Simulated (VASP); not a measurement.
## InSb: single point with PBE

InSb:

```
In Sb
1.0
     0.00000    3.26055    3.26055
     3.26055    0.00000    3.26055
     3.26055    3.26055    0.00000
In Sb
1 1
Direct
  0.00000 0.00000 0.00000
  0.75000 0.75000 0.75000
```

This cell differs from its parent crystal: volume scaled by 1.02.

```
Program             : VASP 6.6.1
Task                : single point
Functional          : PBE
Potentials or basis : VASP PAW PBE potentials, release 64 (In_d, Sb)
Cutoff              : 520 eV
k mesh              : 9 × 9 × 9
Occupations         : fermi-dirac, width 0.05 eV
Spin                : no spin polarisation
```

* Pressure: 2.1 GPa
* Band gap on the k mesh: zero (filled and empty bands touch)

Levels at points of the mesh, in eV from the Fermi level:
| k point | band 6 | band 7 | band 8 | band 9 | band 10 | band 11 | band 12 | band 13 |
| --- | --- | --- | --- | --- | --- | --- | --- | --- |
| (0.00, 0.00, 0.00) | -10.65 | -0.36 | -0.06 | -0.06 | -0.06 | 2.91 | 2.91 | 2.91 |

Wall time 18 s on 1 thread of Intel(R) Xeon(R) 6975P-C (Granite Rapids), with other jobs on the host, peak memory 0.22 GiB.

Caveat: spin-orbit coupling is left out, which moves the levels of the heavy elements.
